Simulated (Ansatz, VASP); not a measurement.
**One calculation of Cu6H, two programs**

Contents of INCAR:

```
PREC = Accurate
ENCUT = 520
EDIFF = 1E-6
ISMEAR = 0
SIGMA = 0.1
LREAL = F
LASPH = T
NELM = 60
ALGO = Fast
ISIF = 2
LWAVE = F
LCHARG = T
LDIPOL = T
IDIPOL = 3
DIPOL = 0.5 0.5 0.285
GGA = PE
LELF = T
LVHAR = T
LVACPOTAV = T
NBANDS = 80
```

Contents of KPOINTS:

```
regular mesh
0
Gamma
  5 5 1
```

The input POSCAR:

```
Cu6H
1.0
    5.1332392722      0.0000000000      0.0000000000
    0.0000000000      5.1332392722      0.0000000000
    0.0000000000      0.0000000000     21.5289058579
Cu H
12 2
Direct
    0.2500000000      0.2500000000      0.1857967157
    0.2500000000      0.7500000000      0.1857967157
    0.7500000000      0.2500000000      0.1857967157
    0.7500000000      0.7500000000      0.1857967157
    0.0000000000      0.0000000000      0.2677566944
    0.0000000000      0.5000000000      0.2677566944
    0.5000000000      0.0000000000      0.2677566944
    0.5000000000      0.5000000000      0.2677566944
    0.2500000000      0.2500000000      0.3497114952
    0.2500000000      0.7500000000      0.3497114952
    0.7500000000      0.2500000000      0.3497114952
    0.7500000000      0.7500000000      0.3497114952
    0.1769467133      1.0000000000      0.3854773630
    0.3230532867      1.0000000000      0.3854773630
```

Input for Ansatz:

```yaml
crystal:
  lattice:
    - [5.1332392722, 0.0, 0.0]
    - [0.0, 5.1332392722, 0.0]
    - [0.0, 0.0, 21.5289058579]
  atoms:
    - { symbol: Cu, position: [0.25, 0.25, 0.1857967157] }
    - { symbol: Cu, position: [0.25, 0.75, 0.1857967157] }
    - { symbol: Cu, position: [0.75, 0.25, 0.1857967157] }
    - { symbol: Cu, position: [0.75, 0.75, 0.1857967157] }
    - { symbol: Cu, position: [0.0, 0.0, 0.2677566944] }
    - { symbol: Cu, position: [0.0, 0.5, 0.2677566944] }
    - { symbol: Cu, position: [0.5, 0.0, 0.2677566944] }
    - { symbol: Cu, position: [0.5, 0.5, 0.2677566944] }
    - { symbol: Cu, position: [0.25, 0.25, 0.3497114952] }
    - { symbol: Cu, position: [0.25, 0.75, 0.3497114952] }
    - { symbol: Cu, position: [0.75, 0.25, 0.3497114952] }
    - { symbol: Cu, position: [0.75, 0.75, 0.3497114952] }
    - { symbol: H, position: [0.1769467133, 1.0, 0.385477363] }
    - { symbol: H, position: [0.3230532867, 1.0, 0.385477363] }
basis:
  ecutwfc: 420
kpoints:
  mp_grid: { grid: [5, 5, 1] }
hamiltonian:
  xc: pbe
scf:
  occupations: { method: gaussian, width: 0.1 }
output:
  forces: true
  eigenvalues: true
efield:
  axis: 3
  dipole_correction: true
  ramp_width: 0.04
```

Alike in both runs: task single point; functional PBE; k mesh 5 × 5 × 1; occupations gaussian, width 0.1 eV; no spin polarisation.

|  | VASP | Ansatz |
| --- | --- | --- |
| version | VASP 6.6.1 | Ansatz 0.2.0 |
| potentials or method | VASP PAW PBE potentials, release 64 (Cu, H), cutoff 520 eV | scalar-relativistic, plane waves, PAW |
| valence electrons in the cell | 134 | 230 |

Ansatz gave:

```
gap on the k mesh at the Fermi level (eV)  : none
rms of the force components (eV/Å)         : 1.222
work function, face that differs most (eV) : 4.35
```

Problem. Estimate VASP's values.

Solution. gap on the k mesh at the Fermi level (eV): none; rms of the force components (eV/Å): 1.234; work function, face that differs most (eV): 4.33.

Atom by atom the forces differ by 0.021 eV/Å (rms over components). A gap of «none» marks a metal or a gap that the smearing closes. VASP's potentials hold 134 valence electrons a cell and Ansatz's 230, so a difference there can come from the potentials and not from the codes.
